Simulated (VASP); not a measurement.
# BiF3 (Bi(F)3) in VASP: a series of runs

BiF3 (Bi(F)3) is run at these levels: PBE; tasks: single point.

All numbers are computed with VASP 6.6.1; they aren't measurements. Logs are shortened: lines on timing, memory, paths and dates and some standing lists are left out, and cuts for length are marked.

## Step 1: The cell of the first run

The cell holds a molecule in a box, 4 atoms: a = 11.610 Å, b = 12.020 Å, c = 10.030 Å, α = 90.00°, β = 90.00°, γ = 90.00°.

## Step 2: Single point, PBE

Contents of INCAR:

```
  PREC = Accurate
  ENCUT = 520
  EDIFF = 1E-7
  ISMEAR = 0
  SIGMA = 0.01
  LREAL = False
  LASPH = True
  NELM = 60
  ALGO = Normal
  ISIF = 2
  LWAVE = False
  LCHARG = False
  GGA = PE
  NBANDS = 26
```

Contents of KPOINTS:

```
Automatic mesh
0
Gamma
  1 1 1
```

Contents of POSCAR:

```
BiF3
1.0
   11.6100000000      0.0000000000      0.0000000000
    0.0000000000     12.0200000000      0.0000000000
    0.0000000000      0.0000000000     10.0300000000
Bi F
1 3
Direct
    0.4625925900      0.4998419300      0.5511764700
    0.6125839800      0.4998419300      0.4486540400
    0.3875969000      0.6253078200      0.4486540400
    0.3875969000      0.3743760400      0.4486540400
```

Potentials or basis: VASP PAW PBE potentials, release 64 (Bi_d, F).

The run is started by

```
cat potpaw_PBE.64/Bi_d/POTCAR potpaw_PBE.64/F/POTCAR > POTCAR
mpirun -np 1 vasp_gam > vasp.out
```

OUTCAR:

```text
PREC = Accurate
   ENCUT = 520
   EDIFF = 1E-7
   ISMEAR = 0
   LREAL = False
   LASPH = True
   NELM = 60
   ISIF = 2
   GGA = PE

 ion  position               nearest neighbor table
   1  0.463  0.500  0.551-   2 2.02   3 2.02   4 2.02
   2  0.613  0.500  0.449-   1 2.02
   3  0.388  0.625  0.449-   1 2.02
   4  0.388  0.374  0.449-   1 2.02

  LATTYP: Found a simple orthorhombic cell.
 ALAT       =    10.0300000000
 B/A-ratio  =     1.1575274177
 C/A-ratio  =     1.1984047856

  Lattice vectors:

 A1 = (   0.0000000000,   0.0000000000,  10.0300000000)
 A2 = (  11.6100000000,   0.0000000000,   0.0000000000)
 A3 = (   0.0000000000,  12.0200000000,   0.0000000000)

Analysis of symmetry for initial positions (statically):
=====================================================================
 Subroutine PRICEL returns:
 Original cell was already a primitive cell.

 Routine SETGRP: Setting up the symmetry group for a
 simple orthorhombic supercell.

 Subroutine GETGRP returns: Found  2 space group operations
 (whereof  1 operations were pure point group operations)
 out of a pool of  8 trial point group operations.

The static configuration has the point symmetry C_1 .
 The point group associated with its full space group is C_1h.

Analysis of symmetry for dynamics (positions and initial velocities):
=====================================================================
 Subroutine PRICEL returns:
 Original cell was already a primitive cell.

 Routine SETGRP: Setting up the symmetry group for a
 simple orthorhombic supercell.

 Subroutine GETGRP returns: Found  2 space group operations
 (whereof  1 operations were pure point group operations)
 out of a pool of  8 trial point group operations.

The dynamic configuration has the point symmetry C_1 .
 The point group associated with its full space group is C_1h.

 Subroutine INISYM returns: Found  2 space group operations
 (whereof  1 operations are pure point group operations),
 and found     1 'primitive' translations

----------------------------------------------------------------------------------------

                                     Primitive cell

  volume of cell :    1399.7086

  direct lattice vectors                    reciprocal lattice vectors
    11.610000000  0.000000000  0.000000000     0.086132644  0.000000000  0.000000000
     0.000000000 12.020000000  0.000000000     0.000000000  0.083194676  0.000000000
     0.000000000  0.000000000 10.030000000     0.000000000  0.000000000  0.099700897

  length of vectors
    11.610000000 12.020000000 10.030000000     0.086132644  0.083194676  0.099700897

  position of ions in fractional coordinates (direct lattice)
     0.462592590  0.499841930  0.551176470
     0.612583980  0.499841930  0.448654040
     0.387596900  0.625307820  0.448654040
     0.387596900  0.374376040  0.448654040

  ion indices of the primitive-cell ions
   primitive index   ion index
                 1           1
                 2           2
                 3           3
                 4           4

----------------------------------------------------------------------------------------

 KPOINTS: Automatic mesh

Automatic generation of k-mesh.
 Grid dimensions read from file:
 generate k-points for:    1    1    1

 Generating k-lattice:

  Cartesian coordinates                     Fractional coordinates (reciprocal lattice)
     0.086132644  0.000000000  0.000000000     1.000000000  0.000000000  0.000000000
     0.000000000  0.083194676  0.000000000     0.000000000  1.000000000  0.000000000
     0.000000000  0.000000000  0.099700897     0.000000000  0.000000000  1.000000000

  Length of vectors
     0.086132644  0.083194676  0.099700897

  Shift w.r.t. Gamma in fractional coordinates (k-lattice)
     0.000000000  0.000000000  0.000000000

 Subroutine IBZKPT returns following result:
 ===========================================

 Found      1 irreducible k-points:

 Following reciprocal coordinates:
            Coordinates               Weight
  0.000000  0.000000  0.000000      1.000000
   k-points           NKPTS =      1   k-points in BZ     NKDIM =      1   number of bands    NBANDS=     26
   number of dos      NEDOS =    301   number of ions     NIONS =      4
   total plane-waves  NPLWV = 648000
   dimension x,y,z NGX =    90 NGY =   90 NGZ =   80
   dimension x,y,z NGXF=   180 NGYF=  180 NGZF=  160
   ions per type =               1   3
   NGX,Y,Z   is equivalent  to a cutoff of  12.89, 12.45, 13.26 a.u.
   NGXF,Y,Z  is equivalent  to a cutoff of  25.77, 24.90, 26.52 a.u.
 SYSTEM =  unknown system
   PREC   = accura    normal or accurate (medium, high low for compatibility)
   ISTART =      0    job   : 0-new  1-cont  2-samecut
   ICHARG =      2    charge: 1-file 2-atom 10-const
   ISPIN  =      1    spin polarized calculation?
   LNONCOLLINEAR =      F non collinear calculations
   LSORBIT =      F    spin-orbit coupling
   LASPH  =      T    aspherical Exc in radial PAW
   ENCUT  =  520.0 eV  38.22 Ry    6.18 a.u.  21.59 22.35 18.65*2*pi/ulx,y,z
   NELM   =     60;   NELMIN=  2; NELMDL= -5     # of ELM steps
   EDIFF  = 0.1E-06   stopping-criterion for ELM
   LREAL  =      F    real-space projection
   EDIFFG = 0.1E-05   stopping-criterion for IOM
   NSW    =      0    number of steps for IOM
   IBRION =     -1    ionic relax: 0-MD 1-quasi-New 2-CG
   NFREE  =      0    steps in history (QN), initial steepest desc. (CG)
   ISIF   =      2    stress and relaxation
   ISYM   =      2    0-nonsym 1-usesym 2-fastsym
   POTIM  = 0.5000    time-step for ionic-motion
   TEBEG  =    0.0;   TEEND  =   0.0 temperature during run
   PSTRESS=    0.0 pullay stress
   NELECT =      36.0000    total number of electrons
   NUPDOWN=      -1.0000    fix difference up-down
   EMIN   =  10.00;   EMAX   =-10.00  energy-range for DOS
   EFERMI =   0.00;   METHOD = LEGACY
   ISMEAR =     0;   SIGMA  =   0.01  broadening in eV -4-tet -1-fermi 0-gaus
   EFERMI_NEDOS =   21; number of points for ismear=-14 and -15
   IALGO  =     38    algorithm
   IMIX   =      4    mixing-type and parameters
     AMIX     =   0.40;   BMIX     =  1.00
     AMIX_MAG =   1.60;   BMIX_MAG =  1.00
  volume/ion in A,a.u.               =     349.93      2361.42
  Fermi-wavevector in a.u.,A,eV,Ry     =   0.483240  0.913192  3.177248  0.233521
  Thomas-Fermi vector in A             =   1.482298
   LORBIT       =      0    0 simple, 1 ext, 2 COOP (PROOUT), +10 PAW based schemes
   GGA     = PE    functional components
   LHFCALC =     F    Hartree Fock is set to
   AEXX    =    0.0000 exact exchange contribution
   IVDW    =     0    specifies the selected vdW correction
   LEPSILON=     F    determine dielectric tensor
   LRPA    =     F    only Hartree local field effects (RPA)
 non-spin polarized calculation
 Gauss-broadening in eV      SIGMA  =   0.01
  energy-cutoff  :      520.00
  volume of cell :     1399.71
 maximum number of plane-waves:     18828
 NGX is ok and might be reduce to    90
   NGX = 43   NGY = 45   NGZ = 37

 number of electron      36.0000011 magnetization

 Free energy of the ion-electron system (eV)
  ---------------------------------------------------
  ext. energy  EPLUGINS =         0.00000000
  ---------------------------------------------------
  free energy    TOTEN  =       -17.47150403 eV

  energy without entropy =      -17.47150403  energy(sigma->0) =      -17.47150403

 E-fermi :  -8.1867     XC(G=0):  -0.9037

 val. band max:       -8.2667668467   @ k =   0.0000   0.0000   0.0000
 cond. band min:      -2.2462805491   @ k =   0.0000   0.0000   0.0000
 fundamental gap:      6.0204862976
 Fermi energy:        -8.1866977440

 k-point     1 :       0.0000    0.0000    0.0000
  band No.  band energies     occupation
      1     -29.6990      2.00000
      2     -29.6979      2.00000
      3     -28.7679      2.00000
      4     -28.6552      2.00000
      5     -28.6551      2.00000
      6     -28.2489      2.00000
      7     -26.8660      2.00000
      8     -26.8643      2.00000
      9     -15.8043      2.00000
     10     -10.3403      2.00000
     11     -10.3386      2.00000
     12      -9.7274      2.00000
     13      -9.0245      2.00000
     14      -9.0231      2.00000
     15      -8.7966      2.00000
     16      -8.7946      2.00000
     17      -8.7034      2.00000
     18      -8.2668      2.00000
     19      -2.2463      0.00000
     20      -2.2455      0.00000
     21      -1.9771      0.00000
     22      -0.1717      0.00000
     23       1.0592      0.00000
     24       1.1156      0.00000
     25       1.1704      0.00000
     26       1.2428      0.00000

------------------------ aborting loop because EDIFF is reached ----------------------------------------

  FORCE on cell =-STRESS in cart. coord.  units (eV):
  Direction    XX          YY          ZZ          XY          YZ          ZX
  --------------------------------------------------------------------------------------
  -------------------------------------------------------------------------------------
  Total        0.0177404      0.0121512     -0.0399168      0.0000000      0.0000000     -0.0049219
  in kB        0.0203066      0.0139088     -0.0456907      0.0000000      0.0000000     -0.0056338
  external PRESSURE =      -0.0038251 kB  Pullay stress =       0.0000000 kB

 VOLUME and BASIS-vectors are now :
 -----------------------------------------------------------------------------
  energy-cutoff  :      520.00
  volume of cell :     1399.71
      direct lattice vectors                 reciprocal lattice vectors
    11.610000000  0.000000000  0.000000000     0.086132644  0.000000000  0.000000000
     0.000000000 12.020000000  0.000000000     0.000000000  0.083194676  0.000000000
     0.000000000  0.000000000 10.030000000     0.000000000  0.000000000  0.099700897

 POSITION                                       TOTAL-FORCE (eV/Angst)
 -----------------------------------------------------------------------------------
      5.37070      6.00810      5.52830        -0.005991      0.000000      0.197081
      7.11210      6.00810      4.50000         0.060083      0.000000     -0.067218
      4.50000      7.51620      4.50000        -0.027046      0.048148     -0.064932
      4.50000      4.50000      4.50000        -0.027046     -0.048148     -0.064932
 -----------------------------------------------------------------------------------
    total drift:                                0.000136      0.000002      0.000881

  FREE ENERGIE OF THE ION-ELECTRON SYSTEM (eV)
  ---------------------------------------------------
  free  energy   TOTEN  =       -17.4715040317 eV

  energy  without entropy=      -17.4715040317  energy(sigma->0) =      -17.47150403
```

Run time: 3.6 min. Hardware: 1 thread of Oxide Virtual Turin-like, shared host; peak memory 1 GiB.

What came out:

- Free energy: -17.4715 eV
- Largest force: 0.197 eV/Å
- Gap between the frontier levels: 6.02 eV

Forces in eV/Å, atoms in the order of the input:
```
Bi  -0.006  0.000  0.197
F    0.060  0.000 -0.067
F   -0.027  0.048 -0.065
F   -0.027 -0.048 -0.065
```

Levels at points of the mesh, in eV from the valence-band top:
```csv
k point,band 14,band 15,band 16,band 17,band 18,band 19,band 20,band 21,band 22,band 23
"(0.00, 0.00, 0.00)",-0.76,-0.53,-0.53,-0.44,0.00,6.02,6.02,6.29,8.10,9.33
```

Caveat: spin-orbit coupling is left out, which moves the levels of the heavy elements.

## Step 3: Single point, PBE, non-collinear spin, zero start, spin-orbit coupling

Contents of INCAR:

```
SYSTEM = BiF3
PREC = Accurate
ENCUT = 520
EDIFF = 1E-6
ISMEAR = 0
SIGMA = 0.01
LREAL = .False.
LASPH = .True.
NELM = 150
ALGO = Normal
ISIF = 2
LWAVE = .False.
LCHARG = .False.
MAGMOM = 0 0 0 0 0 0 0 0 0 0 0 0
LORBIT = 11
LSORBIT = .True.
GGA_COMPAT = .False.
LORBMOM = .True.
GGA = PE
NBANDS = 50
```

Contents of KPOINTS:

```
regular mesh
0
Gamma
  1 1 1
  0 0 0
```

POSCAR is that of step 2.

Potentials or basis: VASP PAW PBE potentials, release 64 (Bi_d, F).

The run is started by

```
cat potpaw_PBE.64/Bi_d/POTCAR potpaw_PBE.64/F/POTCAR > POTCAR
mpirun -np 1 vasp_ncl > vasp.out
```

It took 20 min on 1 thread of Oxide Virtual Turin-like, shared host; peak memory 3.2 GiB.

It converged, with:

* Free energy: -17.9819 eV
* Largest force: 0.245 eV/Å
* Net moment: 0.00 μB per cell
* Valence electrons inside the program's atomic spheres: Bi 12.64; F 6.04

Forces on the atoms (eV/Å):
```
Bi  -0.006  0.000  0.244
F    0.065  0.000 -0.083
F   -0.029  0.052 -0.081
F   -0.029 -0.052 -0.081
```

Moments on the atoms (μB; x, y, z):
```
Bi  0.00 0.00 0.00
F   0.00 0.00 0.00
F   0.00 0.00 0.00
F   0.00 0.00 0.00
```
